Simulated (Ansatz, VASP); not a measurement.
One calculation of LiCl, two programs

Contents of POSCAR:

```
LiCl
1.0
    3.8941841338      0.0000000000      0.0000000000
   -1.9470920669      3.3724623869      0.0000000000
    0.0000000000      0.0000000000      6.2244575754
Li Cl
2 2
Direct
    0.3333333333      0.6666666667     -0.0031270712
    0.6666666667      0.3333333333      0.4968729288
    0.3333333333      0.6666666667      0.3781270712
    0.6666666667      0.3333333333      0.8781270712
```

INCAR.step1

```
SYSTEM = LiCl
ALGO = Normal
EDIFF = 1E-4
ENCUT = 520
GGA = PE
ISMEAR = 0
LASPH = .True.
LCHARG = .False.
LREAL = .False.
LWAVE = .True.
NBANDS = 18
NELM = 100
PREC = Accurate
SIGMA = 0.01
```

The input INCAR.step2:

```
SYSTEM = LiCl
ALGO = Normal
EDIFF = 1E-6
ENCUT = 520
ISIF = 2
ISMEAR = 0
ISTART = 1
LASPH = .True.
LCHARG = .False.
LMIXTAU = .True.
LREAL = .False.
LWAVE = .False.
METAGGA = R2SCAN
NBANDS = 18
NELM = 100
PREC = Accurate
SIGMA = 0.01
```

File KPOINTS:

```
k-points
0
Gamma
  6 6 4
  0 0 0
```

Input for Ansatz:

```yaml
crystal:
  lattice:
    - [3.8941841338, 0.0, 0.0]
    - [-1.9470920669, 3.3724623869, 0.0]
    - [0.0, 0.0, 6.2244575754]
  atoms:
    - { symbol: Li, position: [0.3333333333, 0.6666666667, -0.0031270712] }
    - { symbol: Li, position: [0.6666666667, 0.3333333333, 0.4968729288] }
    - { symbol: Cl, position: [0.3333333333, 0.6666666667, 0.3781270712] }
    - { symbol: Cl, position: [0.6666666667, 0.3333333333, 0.8781270712] }
kpoints:
  mp_grid: { grid: [6, 6, 4] }
hamiltonian:
  xc: r2scan
scf:
  occupations: { method: fixed }
  n_extra_bands: 5
output:
  forces: true
  stress: true
  eigenvalues: true
```

Alike in both runs: task single point; functional r2SCAN; k mesh 6 × 6 × 4; no spin polarisation.

|  | VASP | Ansatz |
| --- | --- | --- |
| version | VASP 6.6.1 | Ansatz 0.2.0 |
| potentials or method | VASP PAW PBE potentials, release 64 (Li_sv, Cl) | plane waves, PAW |
| plane-wave cutoff (eV) | 520 | 500 |
| occupations | gaussian, width 0.01 eV | fixed |
| valence electrons in the cell | 20 | 20 |

VASP gave:

* gap on the k mesh at the Fermi level (eV): 6.74

Which values does Ansatz return?

gap on the k mesh at the Fermi level (eV): 6.68.

VASP's potentials were made for PBE, not for r2SCAN.

Noted on VASP's run: the cutoff is short for stress, so the pressure is rough.
